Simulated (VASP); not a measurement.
# Si4O in VASP: a series of runs

The runs below take Si4O through single point, with PBE+D3(BJ).

Everything below comes from runs of VASP 6.6.1. Logs are shortened: lines on timing, memory, paths and dates and some standing lists are left out, and cuts for length are marked.

## (1) The cell of the first run

The cell holds a slab with vacuum, 5 atoms: a = 3.833 Å, b = 3.833 Å, c = 21.203 Å, α = 90.00°, β = 90.00°, γ = 90.00°.

## (2) Single point, PBE+D3(BJ), collinear spin, ferromagnetic start

INCAR

```
SYSTEM = Si4O
  PREC = Accurate
  ENCUT = 520
  EDIFF = 1E-6
  ISMEAR = 0
  SIGMA = 0.05
  LREAL = .FALSE.
  LASPH = .TRUE.
  NELM = 150
  ALGO = Normal
  ISIF = 2
  LWAVE = .FALSE.
  LCHARG = .FALSE.
  ISPIN = 2
  MAGMOM = 0 0 0 0 2
  LORBIT = 11
  LDIPOL = .TRUE.
  IDIPOL = 3
  DIPOL = 0.5 0.5 0.329
  GGA = PE
  IVDW = 12
  NBANDS = 23
```

KPOINTS

```
regular mesh
0
G
  7 7 1
  0 0 0
```

POSCAR

```
Si4O
1.0
    3.8333442603      0.0000000000      0.0000000000
    0.0000000000      3.8333442603      0.0000000000
    0.0000000000      0.0000000000     21.2034818054
Si O
4 1
Direct
    0.0000000000      0.5000000000      0.1886482624
    0.0000000000      0.0000000000      0.2525666261
    0.5000000000      0.0000000000      0.3191936744
    0.5000000000      0.5000000000      0.3821769405
    0.5000000000      0.8750000000      0.5000821046
```

Potentials or basis: VASP PAW PBE potentials, release 64 (Si, O).

Started as:

```
cat potpaw_PBE.64/Si/POTCAR potpaw_PBE.64/O/POTCAR > POTCAR
mpirun -np 1 vasp_std > vasp.out
```

OUTCAR:

```text
SYSTEM = Si4O
   PREC = Accurate
   ENCUT = 520
   EDIFF = 1E-6
   ISMEAR = 0
   LREAL = .FALSE.
   LASPH = .TRUE.
   NELM = 150
   ISIF = 2
   ISPIN = 2
   LORBIT = 11
   GGA = PE
   IVDW = 12
 IVDW          = 12

 ion  position               nearest neighbor table
   1  0.000  0.500  0.189-   2 2.35   2 2.35
   2  0.000  0.000  0.253-   1 2.35   1 2.35   3 2.38   3 2.38
   3  0.500  0.000  0.319-   4 2.34   4 2.34   2 2.38   2 2.38
   4  0.500  0.500  0.382-   3 2.34   3 2.34
   5  0.500  0.875  0.500-

  LATTYP: Found a simple tetragonal cell.
 ALAT       =     3.8333442603
 C/A-ratio  =     5.5313273125

  Lattice vectors:

 A1 = (   3.8333442603,   0.0000000000,   0.0000000000)
 A2 = (   0.0000000000,   3.8333442603,   0.0000000000)
 A3 = (   0.0000000000,   0.0000000000,  21.2034818054)

Analysis of symmetry for initial positions (statically):
=====================================================================
 Subroutine PRICEL returns:
 Original cell was already a primitive cell.

 Routine SETGRP: Setting up the symmetry group for a
 simple tetragonal supercell.

 Subroutine GETGRP returns: Found  2 space group operations
 (whereof  2 operations were pure point group operations)
 out of a pool of 16 trial point group operations.

The static configuration has the point symmetry C_1h.

Analysis of symmetry for dynamics (positions and initial velocities):
=====================================================================
 Subroutine PRICEL returns:
 Original cell was already a primitive cell.

 Routine SETGRP: Setting up the symmetry group for a
 simple tetragonal supercell.

 Subroutine GETGRP returns: Found  2 space group operations
 (whereof  2 operations were pure point group operations)
 out of a pool of 16 trial point group operations.

The dynamic configuration has the point symmetry C_1h.

Analysis of structural, dynamic, and magnetic symmetry:
=====================================================================
 Subroutine PRICEL returns:
 Original cell was already a primitive cell.

 Routine SETGRP: Setting up the symmetry group for a
 simple tetragonal supercell.

 Subroutine GETGRP returns: Found  2 space group operations
 (whereof  2 operations were pure point group operations)
 out of a pool of 16 trial point group operations.

The overall configuration has the point symmetry C_1h.

 Subroutine INISYM returns: Found  2 space group operations
 (whereof  2 operations are pure point group operations),
 and found     1 'primitive' translations

----------------------------------------------------------------------------------------

                                     Primitive cell

  volume of cell :     311.5752

  direct lattice vectors                    reciprocal lattice vectors
     3.833344260  0.000000000  0.000000000     0.260868822  0.000000000  0.000000000
     0.000000000  3.833344260  0.000000000     0.000000000  0.260868822  0.000000000
     0.000000000  0.000000000 21.203481805     0.000000000  0.000000000  0.047162066

  length of vectors
     3.833344260  3.833344260 21.203481805     0.260868822  0.260868822  0.047162066

  position of ions in fractional coordinates (direct lattice)
     0.000000000  0.500000000  0.188648262
     0.000000000  0.000000000  0.252566626
     0.500000000  0.000000000  0.319193674
     0.500000000  0.500000000  0.382176941
     0.500000000  0.875000000  0.500082105

  ion indices of the primitive-cell ions
   primitive index   ion index
                 1           1
                 2           2
                 3           3
                 4           4
                 5           5

----------------------------------------------------------------------------------------

 KPOINTS: regular mesh

Automatic generation of k-mesh.
 Grid dimensions read from file:
 generate k-points for:    7    7    1

 Generating k-lattice:

  Cartesian coordinates                     Fractional coordinates (reciprocal lattice)
     0.037266975  0.000000000  0.000000000     0.142857143  0.000000000  0.000000000
     0.000000000  0.037266975  0.000000000     0.000000000  0.142857143  0.000000000
     0.000000000  0.000000000  0.047162066     0.000000000  0.000000000  1.000000000

  Length of vectors
     0.037266975  0.037266975  0.047162066

  Shift w.r.t. Gamma in fractional coordinates (k-lattice)
     0.000000000  0.000000000  0.000000000

 Subroutine IBZKPT returns following result:
 ===========================================

 Found     16 irreducible k-points:

 Following reciprocal coordinates:
            Coordinates               Weight
  0.000000  0.000000  0.000000      1.000000
  0.142857  0.000000  0.000000      2.000000
  0.000000  0.142857  0.000000      2.000000
  0.285714  0.000000  0.000000      2.000000
  0.000000  0.285714  0.000000      2.000000
  0.428571  0.000000  0.000000      2.000000
[... 8 lines left out ...]
 -0.285714  0.428571  0.000000      4.000000
  0.428571  0.428571  0.000000      4.000000
   k-points           NKPTS =     16   k-points in BZ     NKDIM =     16   number of bands    NBANDS=     23
   number of dos      NEDOS =    301   number of ions     NIONS =      5
   total plane-waves  NPLWV = 144000
   dimension x,y,z NGX =    30 NGY =   30 NGZ =  160
   dimension x,y,z NGXF=    60 NGYF=   60 NGZF=  320
   ions per type =               4   1
   NGX,Y,Z   is equivalent  to a cutoff of  13.01, 13.01, 12.54 a.u.
   NGXF,Y,Z  is equivalent  to a cutoff of  26.02, 26.02, 25.09 a.u.
 SYSTEM =  Si4O
   PREC   = accura    normal or accurate (medium, high low for compatibility)
   ISTART =      0    job   : 0-new  1-cont  2-samecut
   ICHARG =      2    charge: 1-file 2-atom 10-const
   ISPIN  =      2    spin polarized calculation?
   LNONCOLLINEAR =      F non collinear calculations
   LSORBIT =      F    spin-orbit coupling
   LASPH  =      T    aspherical Exc in radial PAW
   ENCUT  =  520.0 eV  38.22 Ry    6.18 a.u.   7.13  7.13 39.42*2*pi/ulx,y,z
   NELM   =    150;   NELMIN=  2; NELMDL= -5     # of ELM steps
   EDIFF  = 0.1E-05   stopping-criterion for ELM
   LREAL  =      F    real-space projection
   EDIFFG = 0.1E-04   stopping-criterion for IOM
   NSW    =      0    number of steps for IOM
   IBRION =     -1    ionic relax: 0-MD 1-quasi-New 2-CG
   NFREE  =      0    steps in history (QN), initial steepest desc. (CG)
   ISIF   =      2    stress and relaxation
   ISYM   =      2    0-nonsym 1-usesym 2-fastsym
   POTIM  = 0.5000    time-step for ionic-motion
   TEBEG  =    0.0;   TEEND  =   0.0 temperature during run
   PSTRESS=    0.0 pullay stress
   NELECT =      22.0000    total number of electrons
   NUPDOWN=      -1.0000    fix difference up-down
   EMIN   =  10.00;   EMAX   =-10.00  energy-range for DOS
   EFERMI =   0.00;   METHOD = LEGACY
   ISMEAR =     0;   SIGMA  =   0.05  broadening in eV -4-tet -1-fermi 0-gaus
   EFERMI_NEDOS =   21; number of points for ismear=-14 and -15
   IALGO  =     38    algorithm
   IMIX   =      4    mixing-type and parameters
     AMIX     =   0.40;   BMIX     =  1.00
     AMIX_MAG =   1.60;   BMIX_MAG =  1.00
  volume/ion in A,a.u.               =      62.32       420.52
  Fermi-wavevector in a.u.,A,eV,Ry     =   0.676646  1.278675  6.229423  0.457850
  Thomas-Fermi vector in A             =   1.754020
   LORBIT       =     11    0 simple, 1 ext, 2 COOP (PROOUT), +10 PAW based schemes
   GGA     = PE    functional components
   LHFCALC =     F    Hartree Fock is set to
   AEXX    =    0.0000 exact exchange contribution
   IVDW    =    12    specifies the selected vdW correction
   LEPSILON=     F    determine dielectric tensor
   LRPA    =     F    only Hartree local field effects (RPA)
 spin polarized calculation
 Gauss-broadening in eV      SIGMA  =   0.05
  energy-cutoff  :      520.00
  volume of cell :      311.58
 maximum number of plane-waves:      8422
 NGX is ok and might be reduce to    30
   NGX = 15   NGY = 15   NGZ = 79

 dipolmoment           0.000000      0.000000     -0.000017 electrons x Angstroem

 number of electron      21.9999998 magnetization       1.6782646

 dipolmoment           0.000000      0.000000      0.183482 electrons x Angstroem

 Free energy of the ion-electron system (eV)
  ---------------------------------------------------
  ext. energy  EPLUGINS =         0.00000000
  ---------------------------------------------------
  free energy    TOTEN  =       -20.51599833 eV

  energy without entropy =      -20.50819671  energy(sigma->0) =      -20.51209752

 E-fermi :  -3.0566     XC(G=0):  -3.7921

 val. band max:       -3.0664064569   @ k =   0.4286   0.4286   0.0000
 cond. band min:      -3.0507926118   @ k =   0.2857   0.2857   0.0000
 fundamental gap:      0.0156138451
 Fermi energy:        -3.0565975168

 spin component 1

 k-point     1 :       0.0000    0.0000    0.0000
  band No.  band energies     occupation
      1     -20.5805      1.00000
      2     -14.0175      1.00000
      3     -11.8631      1.00000
      4      -8.5313      1.00000
      5      -6.0000      1.00000
      6      -5.5683      1.00000
[... 15 lines left out ...]
     22       3.6697      0.00000
     23       4.3977      0.00000

 k-point     2 :       0.1429    0.0000    0.0000
  band No.  band energies     occupation
      1     -20.5759      1.00000
      2     -13.8566      1.00000
      3     -11.8132      1.00000
      4      -8.4390      1.00000
      5      -6.1199      1.00000
      6      -5.9942      1.00000
[... 15 lines left out ...]
     22       3.7996      0.00000
     23       3.9648      0.00000
[... 336 lines left out ...]
     22       4.6518      0.00000
     23       5.4373      0.00000

 k-point    16 :       0.4286    0.4286    0.0000
  band No.  band energies     occupation
      1     -20.5323      1.00000
      2     -11.2601      1.00000
      3     -10.4438      1.00000
      4      -9.6826      1.00000
      5      -9.2103      1.00000
      6      -6.3678      1.00000
[... 15 lines left out ...]
     22       5.6229      0.00000
     23       6.0314      0.00000
 Fermi energy:        -3.0565975168

 spin component 2

 k-point     1 :       0.0000    0.0000    0.0000
  band No.  band energies     occupation
      1     -17.8035      1.00000
      2     -14.0103      1.00000
      3     -11.8537      1.00000
      4      -8.5193      1.00000
      5      -5.0859      1.00000
      6      -4.8695      1.00000
[... 15 lines left out ...]
     22       3.8700      0.00000
     23       4.4100      0.00000

 k-point     2 :       0.1429    0.0000    0.0000
  band No.  band energies     occupation
      1     -17.7970      1.00000
      2     -13.8495      1.00000
      3     -11.8048      1.00000
      4      -8.4278      1.00000
      5      -6.0750      1.00000
      6      -4.9706      1.00000
[... 15 lines left out ...]
     22       3.8291      0.00000
     23       4.0800      0.00000
[... 336 lines left out ...]
     22       4.6730      0.00000
     23       5.5254      0.00000

 k-point    16 :       0.4286    0.4286    0.0000
  band No.  band energies     occupation
      1     -17.7344      1.00000
      2     -11.2559      1.00000
      3     -10.4404      1.00000
      4      -9.6706      1.00000
      5      -9.2151      1.00000
      6      -6.2841      1.00000
[... 15 lines left out ...]
     22       5.6488      0.00000
     23       6.0793      0.00000

------------------------ aborting loop because EDIFF is reached ----------------------------------------

 vacuum level on the upper side and lower side of the slab       (xc-potential included)         1.112        -1.111

 Edisp (eV)   -0.98975

 E8    (eV) :    -0.4220

  FORCE on cell =-STRESS in cart. coord.  units (eV):
  Direction    XX          YY          ZZ          XY          YZ          ZX
  --------------------------------------------------------------------------------------
  -------------------------------------------------------------------------------------
  Total      -4.38224    -1.70369    -3.16655     0.00000    -1.23559     0.00000
  in kB     -22.53429    -8.76069   -16.28299     0.00000    -6.35362     0.00000
  external pressure =      -15.86 kB  Pullay stress =        0.00 kB

 VOLUME and BASIS-vectors are now :
 -----------------------------------------------------------------------------
  energy-cutoff  :      520.00
  volume of cell :      311.58
      direct lattice vectors                 reciprocal lattice vectors
     3.833344260  0.000000000  0.000000000     0.260868822  0.000000000  0.000000000
     0.000000000  3.833344260  0.000000000     0.000000000  0.260868822  0.000000000
     0.000000000  0.000000000 21.203481805     0.000000000  0.000000000  0.047162066

 POSITION                                       TOTAL-FORCE (eV/Angst)
 -----------------------------------------------------------------------------------
      0.00000      1.91667      4.00000         0.000000      0.066786     -0.041378
      0.00000      0.00000      5.35529         0.000000      0.042890      0.184225
      1.91667      0.00000      6.76802         0.000000     -0.188432      0.050998
      1.91667      1.91667      8.10348         0.000000      0.516927      0.899050
      1.91667      3.35418     10.60348         0.000000     -0.438172     -1.092894
 -----------------------------------------------------------------------------------
    total drift:                                0.000000      0.000073      0.000105

  FREE ENERGIE OF THE ION-ELECTRON SYSTEM (eV)
  ---------------------------------------------------
  free  energy   TOTEN  =       -21.5057528127 eV

  energy  without entropy=      -21.4979511972  energy(sigma->0) =      -21.50185200

 vacuum level on the upper side and lower side of the slab         4.534         2.267

 total charge

# of ion       s       p       d       tot
------------------------------------------
    1        0.865   0.720   0.000   1.585
    2        0.776   0.892   0.000   1.668
    3        0.778   0.893   0.000   1.671
    4        0.855   0.690   0.000   1.546
    5        1.620   2.965   0.000   4.585
--------------------------------------------------
tot          4.894   6.160   0.000  11.054

 magnetization (x)

# of ion       s       p       d       tot
------------------------------------------
    1        0.001  -0.007   0.000  -0.006
    2        0.001  -0.003   0.000  -0.002
    3        0.004   0.001   0.000   0.005
    4        0.012  -0.001   0.000   0.011
    5        0.013   1.322   0.000   1.335
--------------------------------------------------
tot          0.032   1.312   0.000   1.343
```

It took 10 min on 1 thread of Intel Xeon 6975P-C (Granite Rapids), shared host; peak memory 0.57 GiB.

Results:

```yaml
Free_energy: -21.5058 eV
Largest_force: 1.177 eV/Å
Net_moment: 1.68 μB per cell
Site_moments: Si -0.01, -0.00, +0.01 (each value once); O +1.33 μB
Valence_electrons_inside_the_program's_atomic_spheres: Si 1.58, 1.67, 1.55 (each value once); O 4.58
Dispersion_energy_per_atom: -0.198 eV
```

Forces on the atoms (eV/Å):
```
Si   0.000  0.067 -0.041
Si   0.000  0.043  0.184
Si   0.000 -0.188  0.051
Si   0.000  0.517  0.899
O    0.000 -0.438 -1.093
```

(Part 1 of 2 ends here.)
